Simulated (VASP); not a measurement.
Runs of VASP 6.6.1 on P. The structure is that of space group Pm-3m (No. 221), or close to it. The cells are those of the table. 

```tsv
cell	gap on the mesh (eV)	pressure (GPa)
a = 4.401, b = 4.401, c = 4.509 Å, 1 atom	none	-3.3
a = 4.209, b = 4.209, c = 4.247 Å, 1 atom	none	-4.6
a = 4.209, b = 4.209, c = 4.312 Å, 1 atom	none	-4.5
a = 4.273, b = 4.273, c = 4.247 Å, 1 atom	none	-4.3
a = 4.209, b = 4.209, c = 4.378 Å, 1 atom	none	-4.3
a = 4.145, b = 4.145, c = 4.378 Å, 1 atom	none	-4.6
a = 4.145, b = 4.145, c = 4.247 Å, 1 atom	none	-4.9
a = 4.145, b = 4.145, c = 4.312 Å, 1 atom	none	(a)
```

Alike in all rows: task single point; level PBEsol+D3(BJ); potentials or basis VASP PAW PBE potentials, release 64 (P); no spin polarisation; k mesh 12 × 12 × 12; cutoff (eV) 520; smearing gaussian 0.15 eV.

Q: Estimate the missing entries.

A: (a) -4.8.

Caveats: the cell stands under tension; the nearest neighbours stand farther apart than a usual bond; the PAW data sets were made with another functional, which shifts forces and pressure a little; an odd number of electrons without spin polarisation forces a metal; a magnetic or distorted state may lie lower.

A gap of «none» marks levels without a gap at the run's occupations.
